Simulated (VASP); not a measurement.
# In2CuO4 (P6/mmm) in VASP: single point with PBE

Aim: the single point of In2CuO4 with PBE.

All numbers are computed with VASP 6.6.1; they aren't measurements. Logs are shortened: lines on timing, memory, paths and dates and some standing lists are left out, and cuts for length are marked.

## Step 1: The cell of the first run

It takes space group P6/mmm (No. 191, hexagonal). The conventional cell has a = 5.618 Å, b = 5.618 Å, c = 3.627 Å, α = 90.00°, β = 90.00°, γ = 120.00°. In (site symmetry -6m2) has 3 O at 1.62 Å within 2.2 Å. Cu (site symmetry 6/mmm) has 2 O at 1.81 Å within 2.4 Å. O (site symmetry 6/mmm) has 2 Cu at 1.81 Å within 2.4 Å. Within 2.2 Å of O (site symmetry mmm) lie 2 In at 1.62 Å.

## Step 2: Single point, PBE, collinear spin, ferromagnetic start

Contents of INCAR:

```
ALGO = Normal
EDIFF = 1E-6
ENCUT = 520
GGA = PE
ISIF = 2
ISMEAR = 0
ISPIN = 2
LASPH = True
LCHARG = False
LMAXMIX = 4
LORBIT = 11
LREAL = False
LWAVE = False
MAGMOM = 0 0 1 0 0 0 0
NBANDS = 44
NELM = 150
PREC = Accurate
SIGMA = 0.1
```

Contents of KPOINTS:

```
k-points
0
Gamma
  6 6 6
```

Contents of POSCAR:

```
In2CuO4
1.0
    5.6182972200      0.0000000000      0.0000000000
   -2.8091486100      4.8655881200      0.0000000000
    0.0000000000      0.0000000000      3.6266272600
In Cu O
2 1 4
Direct
    0.3333333300      0.6666666700      0.0000000000
    0.6666666700      0.3333333300      0.0000000000
    0.0000000000      0.0000000000      0.0000000000
    0.0000000000      0.0000000000      0.5000000000
    0.5000000000      0.0000000000      0.0000000000
    0.0000000000      0.5000000000      0.0000000000
    0.5000000000      0.5000000000      0.0000000000
```

Potentials or basis: VASP PAW PBE potentials, release 64 (In_d, Cu, O).

Command:

```
$ cat potpaw_PBE.64/In_d/POTCAR potpaw_PBE.64/Cu/POTCAR potpaw_PBE.64/O/POTCAR > POTCAR
$ mpirun -np 1 vasp_std > vasp.out
```

OUTCAR:

```text
EDIFF = 1E-6
   ENCUT = 520
   GGA = PE
   ISIF = 2
   ISMEAR = 0
   ISPIN = 2
   LASPH = True
   LORBIT = 11
   LREAL = False
   NELM = 150
   PREC = Accurate

 ion  position               nearest neighbor table
   1  0.333  0.667  0.000-   6 1.62   5 1.62   7 1.62   3 3.24   2 3.24   2 3.24   3 3.24   3 3.24
                             2 3.24
   2  0.667  0.333  0.000-   6 1.62   5 1.62   7 1.62   3 3.24   1 3.24   1 3.24   3 3.24   3 3.24
                             1 3.24
   3  0.000  0.000  0.000-   4 1.81   4 1.81   1 3.24   2 3.24   2 3.24   1 3.24   2 3.24   1 3.24

   4  0.000  0.000  0.500-   3 1.81   3 1.81
   5  0.500  0.000  0.000-   1 1.62   2 1.62
   6  0.000  0.500  0.000-   1 1.62   2 1.62
   7  0.500  0.500  0.000-   1 1.62   2 1.62

  LATTYP: Found a hexagonal cell.
 ALAT       =     5.6182972200
 C/A-ratio  =     0.6455029198

  Lattice vectors:

 A1 = (   5.6182972200,   0.0000000000,   0.0000000000)
 A2 = (  -2.8091486100,   4.8655881200,   0.0000000000)
 A3 = (   0.0000000000,   0.0000000000,   3.6266272600)

Analysis of symmetry for initial positions (statically):
=====================================================================
 Subroutine PRICEL returns:
 Original cell was already a primitive cell.

 Routine SETGRP: Setting up the symmetry group for a
 hexagonal supercell.

 Subroutine GETGRP returns: Found 24 space group operations
 (whereof 24 operations were pure point group operations)
 out of a pool of 24 trial point group operations.

The static configuration has the point symmetry D_6h.

Analysis of symmetry for dynamics (positions and initial velocities):
=====================================================================
 Subroutine PRICEL returns:
 Original cell was already a primitive cell.

 Routine SETGRP: Setting up the symmetry group for a
 hexagonal supercell.

 Subroutine GETGRP returns: Found 24 space group operations
 (whereof 24 operations were pure point group operations)
 out of a pool of 24 trial point group operations.

The dynamic configuration has the point symmetry D_6h.

Analysis of structural, dynamic, and magnetic symmetry:
=====================================================================
 Subroutine PRICEL returns:
 Original cell was already a primitive cell.

 Routine SETGRP: Setting up the symmetry group for a
 hexagonal supercell.

 Subroutine GETGRP returns: Found 24 space group operations
 (whereof 24 operations were pure point group operations)
 out of a pool of 24 trial point group operations.

The overall configuration has the point symmetry D_6h.

 Subroutine INISYM returns: Found 24 space group operations
 (whereof 24 operations are pure point group operations),
 and found     1 'primitive' translations

----------------------------------------------------------------------------------------

                                     Primitive cell

  volume of cell :      99.1386

  direct lattice vectors                    reciprocal lattice vectors
     5.618297220  0.000000000  0.000000000     0.177989871  0.102762500  0.000000000
    -2.809148610  4.865588120  0.000000000     0.000000000  0.205525000  0.000000000
     0.000000000  0.000000000  3.626627260     0.000000000  0.000000000  0.275738290

  length of vectors
     5.618297220  5.618297221  3.626627260     0.205525000  0.205525000  0.275738290

  position of ions in fractional coordinates (direct lattice)
     0.333333330  0.666666670  0.000000000
     0.666666670  0.333333330  0.000000000
     0.000000000  0.000000000  0.000000000
     0.000000000  0.000000000  0.500000000
     0.500000000  0.000000000  0.000000000
     0.000000000  0.500000000  0.000000000
     0.500000000  0.500000000  0.000000000

  ion indices of the primitive-cell ions
   primitive index   ion index
                 1           1
                 2           2
                 3           3
                 4           4
                 5           5
                 6           6
                 7           7

----------------------------------------------------------------------------------------

 KPOINTS: k-points

Automatic generation of k-mesh.
 Grid dimensions read from file:
 generate k-points for:    6    6    6

 Generating k-lattice:

  Cartesian coordinates                     Fractional coordinates (reciprocal lattice)
     0.029664979  0.017127083  0.000000000     0.166666667 -0.000000000  0.000000000
     0.000000000  0.034254167  0.000000000     0.000000000  0.166666667  0.000000000
     0.000000000  0.000000000  0.045956382     0.000000000  0.000000000  0.166666667

  Length of vectors
     0.034254167  0.034254167  0.045956382

  Shift w.r.t. Gamma in fractional coordinates (k-lattice)
     0.000000000  0.000000000  0.000000000

 Subroutine IBZKPT returns following result:
 ===========================================

 Found     28 irreducible k-points:

 Following reciprocal coordinates:
            Coordinates               Weight
  0.000000  0.000000  0.000000      1.000000
  0.166667  0.000000  0.000000      6.000000
  0.333333 -0.000000  0.000000      6.000000
  0.500000 -0.000000  0.000000      3.000000
  0.166667  0.166667  0.000000      6.000000
  0.333333  0.166667  0.000000     12.000000
[... 16 lines left out ...]
  0.166667  0.000000  0.500000      6.000000
  0.333333 -0.000000  0.500000      6.000000
 [... further k-points ...]
   k-points           NKPTS =     28   k-points in BZ     NKDIM =     28   number of bands    NBANDS=     44
   number of dos      NEDOS =    301   number of ions     NIONS =      7
   total plane-waves  NPLWV =  49392
   dimension x,y,z NGX =    42 NGY =   42 NGZ =   28
   dimension x,y,z NGXF=    84 NGYF=   84 NGZF=   56
   ions per type =               2   1   4
   NGX,Y,Z   is equivalent  to a cutoff of  12.43, 12.43, 12.84 a.u.
   NGXF,Y,Z  is equivalent  to a cutoff of  24.86, 24.86, 25.67 a.u.
 SYSTEM =  unknown system
   PREC   = accura    normal or accurate (medium, high low for compatibility)
   ISTART =      0    job   : 0-new  1-cont  2-samecut
   ICHARG =      2    charge: 1-file 2-atom 10-const
   ISPIN  =      2    spin polarized calculation?
   LNONCOLLINEAR =      F non collinear calculations
   LSORBIT =      F    spin-orbit coupling
   LASPH  =      T    aspherical Exc in radial PAW
   ENCUT  =  520.0 eV  38.22 Ry    6.18 a.u.  10.45 10.45  6.74*2*pi/ulx,y,z
   NELM   =    150;   NELMIN=  2; NELMDL= -5     # of ELM steps
   EDIFF  = 0.1E-05   stopping-criterion for ELM
   LREAL  =      F    real-space projection
   EDIFFG = 0.1E-04   stopping-criterion for IOM
   NSW    =      0    number of steps for IOM
   IBRION =     -1    ionic relax: 0-MD 1-quasi-New 2-CG
   NFREE  =      0    steps in history (QN), initial steepest desc. (CG)
   ISIF   =      2    stress and relaxation
   ISYM   =      2    0-nonsym 1-usesym 2-fastsym
   POTIM  = 0.5000    time-step for ionic-motion
   TEBEG  =    0.0;   TEEND  =   0.0 temperature during run
   PSTRESS=    0.0 pullay stress
   NELECT =      61.0000    total number of electrons
   NUPDOWN=      -1.0000    fix difference up-down
   EMIN   =  10.00;   EMAX   =-10.00  energy-range for DOS
   EFERMI =   0.00;   METHOD = LEGACY
   ISMEAR =     0;   SIGMA  =   0.10  broadening in eV -4-tet -1-fermi 0-gaus
   EFERMI_NEDOS =   21; number of points for ismear=-14 and -15
   IALGO  =     38    algorithm
   IMIX   =      4    mixing-type and parameters
     AMIX     =   0.40;   BMIX     =  1.00
     AMIX_MAG =   1.60;   BMIX_MAG =  1.00
  volume/ion in A,a.u.               =      14.16        95.57
  Fermi-wavevector in a.u.,A,eV,Ry     =   1.392421  2.631293 26.379455  1.938835
  Thomas-Fermi vector in A             =   2.516165
   LORBIT       =     11    0 simple, 1 ext, 2 COOP (PROOUT), +10 PAW based schemes
   GGA     = PE    functional components
   LHFCALC =     F    Hartree Fock is set to
   AEXX    =    0.0000 exact exchange contribution
   IVDW    =     0    specifies the selected vdW correction
   LEPSILON=     F    determine dielectric tensor
   LRPA    =     F    only Hartree local field effects (RPA)
 spin polarized calculation
 Gauss-broadening in eV      SIGMA  =   0.10
  energy-cutoff  :      520.00
  volume of cell :       99.14
 maximum number of plane-waves:      2701
 NGX is ok and might be reduce to    42
   NGX = 21   NGY = 21   NGZ = 13

 number of electron      61.0000001 magnetization       0.9093505

 Free energy of the ion-electron system (eV)
  ---------------------------------------------------
  ext. energy  EPLUGINS =         0.00000000
  ---------------------------------------------------
  free energy    TOTEN  =       -17.72228788 eV

  energy without entropy =      -17.70612580  energy(sigma->0) =      -17.71420684

 E-fermi :   4.9596     XC(G=0):  -9.9884

 val. band max:        4.9405982414   @ k =   0.5000  -0.0000   0.3333
 cond. band min:       4.9729603830   @ k =   0.5000  -0.0000   0.5000
 fundamental gap:      0.0323621416
 Fermi energy:         4.9595600887

 spin component 1

 k-point     1 :       0.0000    0.0000    0.0000
  band No.  band energies     occupation
      1     -16.7653      1.00000
      2     -16.0756      1.00000
      3     -16.0756      1.00000
      4     -12.8491      1.00000
      5     -10.7018      1.00000
      6     -10.7018      1.00000
[... 34 lines left out ...]
     41      16.8411      0.00000
     42      18.5685      0.00000

 k-point     2 :       0.1667    0.0000    0.0000
  band No.  band energies     occupation
      1     -16.7255      1.00000
      2     -16.1198      1.00000
      3     -16.0795      1.00000
      4     -12.8534      1.00000
      5     -10.6513      1.00000
      6     -10.6476      1.00000
[... 979 lines left out ...]
     41      15.3235      0.00000
     42      15.3456      0.00000

 k-point    24 :       0.3333   -0.0000    0.5000
  band No.  band energies     occupation
      1     -16.5807      1.00000
      2     -16.1986      1.00000
      3     -16.0553      1.00000
      4     -12.4487      1.00000
      5     -10.5302      1.00000
      6     -10.5262      1.00000
[... 34 lines left out ...]
     41      15.7379      0.00000
     42      16.1794      0.00000

 [... further k-points ...]

 spin component 2

 k-point     1 :       0.0000    0.0000    0.0000
  band No.  band energies     occupation
      1     -16.7457      1.00000
      2     -16.0561      1.00000
      3     -16.0561      1.00000
      4     -12.1927      1.00000
      5     -10.6948      1.00000
      6     -10.6948      1.00000
[... 34 lines left out ...]
     41      16.8835      0.00000
     42      18.5857      0.00000

 k-point     2 :       0.1667    0.0000    0.0000
  band No.  band energies     occupation
      1     -16.7060      1.00000
      2     -16.1004      1.00000
      3     -16.0600      1.00000
      4     -12.1978      1.00000
      5     -10.6436      1.00000
      6     -10.6406      1.00000
[... 979 lines left out ...]
     41      15.3258      0.00000
     42      15.3678      0.00000

 k-point    24 :       0.3333   -0.0000    0.5000
  band No.  band energies     occupation
      1     -16.5617      1.00000
      2     -16.1791      1.00000
      3     -16.0358      1.00000
      4     -11.7588      1.00000
      5     -10.5240      1.00000
      6     -10.5195      1.00000
[... 34 lines left out ...]
     41      15.7686      0.00000
     42      16.2194      0.00000

 [... further k-points ...]

 [bands above 42 left out]

------------------------ aborting loop because EDIFF is reached ----------------------------------------

  FORCE on cell =-STRESS in cart. coord.  units (eV):
  Direction    XX          YY          ZZ          XY          YZ          ZX
  --------------------------------------------------------------------------------------
  -------------------------------------------------------------------------------------
  Total       91.1877462     91.1877463     -1.3633338     -0.0000000      0.0000000      0.0000000
  in kB     1473.6830543   1473.6830552    -22.0328058     -0.0000000      0.0000000      0.0000000
  external PRESSURE =     975.1111013 kB  Pullay stress =       0.0000000 kB

 VOLUME and BASIS-vectors are now :
 -----------------------------------------------------------------------------
  energy-cutoff  :      520.00
  volume of cell :       99.14
      direct lattice vectors                 reciprocal lattice vectors
     5.618297220  0.000000000  0.000000000     0.177989871  0.102762500  0.000000000
    -2.809148610  4.865588120  0.000000000     0.000000000  0.205525000  0.000000000
     0.000000000  0.000000000  3.626627260     0.000000000  0.000000000  0.275738290

 POSITION                                       TOTAL-FORCE (eV/Angst)
 -----------------------------------------------------------------------------------
     -0.00000      3.24373      0.00000         0.000000      0.000000      0.000000
      2.80915      1.62186      0.00000        -0.000000      0.000000      0.000000
      0.00000      0.00000      0.00000        -0.000000      0.000000      0.000000
      0.00000      0.00000      1.81331        -0.000000      0.000000      0.000000
      2.80915      0.00000      0.00000        -0.000000      0.000000      0.000000
     -1.40457      2.43279      0.00000        -0.000000      0.000000      0.000000
      1.40457      2.43279      0.00000        -0.000000      0.000000      0.000000
 -----------------------------------------------------------------------------------
    total drift:                                0.000000     -0.000000     -0.000000

  FREE ENERGIE OF THE ION-ELECTRON SYSTEM (eV)
  ---------------------------------------------------
  free  energy   TOTEN  =       -17.7222878788 eV

  energy  without entropy=      -17.7061257952  energy(sigma->0) =      -17.71420684

 total charge

# of ion       s       p       d       tot
------------------------------------------
    1        1.043   1.736  10.592  13.371
    2        1.043   1.736  10.592  13.371
    3        0.430   0.351   9.125   9.906
    4        1.557   3.360   0.000   4.917
    5        1.588   3.787   0.000   5.375
    6        1.588   3.787   0.000   5.375
    7        1.588   3.787   0.000   5.375
--------------------------------------------------
tot          8.836  18.545  30.309  57.689

 magnetization (x)

# of ion       s       p       d       tot
------------------------------------------
    1       -0.000   0.000   0.005   0.005
    2       -0.000   0.000   0.005   0.005
    3       -0.001  -0.007   0.428   0.421
    4        0.006   0.371   0.000   0.377
    5       -0.000   0.015   0.000   0.014
    6       -0.000   0.015   0.000   0.014
    7       -0.000   0.015   0.000   0.014
--------------------------------------------------
tot          0.004   0.408   0.439   0.851
```

It took 6.5 min on 1 thread of Intel Xeon Platinum 8259CL at 2.50GHz (Skylake/Cascade Lake), shared host; peak memory 0.37 GiB.

Results:

| Item | Value |
| --- | --- |
| Free energy | -17.7223 eV |
| Pressure | 97.5 GPa |
| Net moment | 0.91 μB per cell |
| Site moments | In +0.01; Cu +0.42; O +0.38, +0.01 μB |
| Valence electrons inside the program's atomic spheres | In 13.37; Cu 9.91; O 4.92, 5.38 |

Caveat: spin-orbit coupling is left out, which moves the levels of the heavy elements; a cell with one magnetic atom can't hold antiferromagnetic order, which such compounds often take; semilocal functionals often make such compounds metallic where correlation or magnetic order opens a gap, which also shifts bond lengths.
